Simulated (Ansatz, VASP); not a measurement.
# Al4Si: VASP beside Ansatz

```
CELL_PARAMETERS angstrom
2.83882 0.00000 0.00000
0.00000 4.01470 0.00000
0.00000 0.00000 21.67760
ATOMIC_POSITIONS crystal
Al 0.00000 0.00000 0.37358
Al 0.50000 0.50000 0.43459
Al 0.50000 0.50000 0.56541
Al 0.00000 0.00000 0.62642
Si 0.00000 0.00000 0.50000
```

Alike in both runs: task single point; functional PBEsol; k mesh 13 × 9 × 1; occupations fermi-dirac, width 0.1 eV; no spin polarisation.

|  | VASP | Ansatz |
| --- | --- | --- |
| version | VASP 6.6.1 | Ansatz 0.2.0 |
| potentials or method | VASP PAW PBE potentials, release 64 (Al, Si) | PAW with Ansatz's default frozen-core files, scalar-relativistic |
| plane-wave cutoff (eV) | 520 | 420 |
| valence electrons in the cell | 16 | 16 |

|  | VASP | Ansatz | Ansatz less VASP |
| --- | --- | --- | --- |
| rms of the force components (eV/Å) | 0.127 | 0.129 | +0.0013 |

VASP's potentials were made for PBE, not for PBEsol.
